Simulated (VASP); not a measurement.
Input of a VASP 6.6.1 run:

Contents of INCAR:

```
SYSTEM = MgTe5
PREC = Accurate
ENCUT = 600
EDIFF = 1E-7
ISMEAR = 0
SIGMA = 0.1
LREAL = .False.
LASPH = .True.
NELM = 60
ALGO = Normal
ISIF = 3
LWAVE = .False.
LCHARG = .False.
GGA = PE
IBRION = 2
NSW = 100
EDIFFG = -0.01
```

File KPOINTS:

```
Automatic mesh
0
Gamma
  6 6 10
  0 0 0
```

Contents of POSCAR:

```
MgTe5
1.0
    7.1468877610      0.0000000000      0.0000000000
   -3.5734438805      6.1893863591      0.0000000000
    0.0000000000      0.0000000000      4.1454681811
Mg Te
1 5
Direct
    0.0000000000      0.0000000000      0.0000000000
    0.3087606487      0.0000000000      0.5000000000
    0.6912393513      0.6912393513      0.5000000000
    0.0000000000      0.3087606487      0.5000000000
    0.3333333333      0.6666666667      0.0000000000
    0.6666666667      0.3333333333      0.0000000000
```

Potentials or basis: VASP PAW PBE potentials, release 64 (Mg, Te).

The run is started by

```console
$ cat potpaw_PBE.64/Mg/POTCAR potpaw_PBE.64/Te/POTCAR > POTCAR
$ mpirun -np 1 vasp_std > vasp.out
```

Question: What does it give for the relaxed cell?

Answer: a = 7.169 Å, b = 7.169 Å, c = 4.131 Å, α = 90.00°, β = 90.00°, γ = 120.00°.

Question: Estimate the relaxed volume.

Answer: 30.64 Å³/atom.

Question: What does it give for the space group after relaxing (to 0.05 Å)?

Answer: P-62m (No. 189).

Step by step:
```tsv
step	energy change (eV)	largest force (eV/Å)	pressure (GPa)	volume (Å³)
1	0.0000	0.0933	-0.06	183.37
2	-0.0014	0.0793	0.04	183.09
3	-0.0025	0.0565	0.20	182.63
4	-0.0036	0.0475	0.10	183.09
5	-0.0045	0.0286	-0.11	184.10
6	-0.0049	0.0166	-0.06	183.97
7	-0.0050	0.0050	-0.02	183.84
```
